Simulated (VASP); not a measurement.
WSe2:

```
W Se
1.0
     3.42660    0.00000    0.00000
    -1.71330    2.96752    0.00000
     0.00000    0.00000   13.36850
W Se
2 4
Direct
  0.66667 0.33333 0.25000
  0.33333 0.66667 0.75000
  0.33333 0.66667 0.37553
  0.66667 0.33333 0.87553
  0.33333 0.66667 0.12447
  0.66667 0.33333 0.62447
```

This cell differs from its parent crystal: equal strain along all axes, cell held: +4.5 %.

```yaml
Program: VASP 6.6.1
Task: relaxation of the atoms
Functional: PBE
Dispersion: D3(BJ)
Potentials_or_basis: VASP PAW PBE potentials, release 64 (W_sv, Se)
Cutoff: 520 eV
k_mesh: 12 × 12 × 2
Occupations: gaussian, width 0.02 eV
Spin: no spin polarisation
```

At the start: pressure -9.0 GPa; volume 22.66 Å³/atom.

**Question.** Where does the relaxation end?

**Answer.** Over 3 steps the energy falls by 7.6 meV/atom; space group P6_3/mmc (No. 194, to 0.1 Å) before and after.

Step by step:
```tsv
step	energy change (eV)	largest force (eV/Å)	pressure (GPa)
1	0.0000	0.5987	-9.01
2	-0.0430	0.1389	-7.03
3	-0.0454	0.0016	-6.44
```

Final structure:
```xyz
6
Lattice="3.4266 0.0000 0.0000 -1.7133 2.9675 0.0000 0.0000 0.0000 13.3685" Properties=species:S:1:pos:R:3 pbc="T T T"
W     1.7133    0.9892    3.3421
W     0.0000    1.9783   10.0264
Se    0.0000    1.9783    4.9831
Se    1.7133    0.9892   11.6674
Se    0.0000    1.9783    1.7011
Se    1.7133    0.9892    8.3854
```

Caveat: the cell differs from its parent crystal (equal strain along all axes, cell held: +4.5 %).
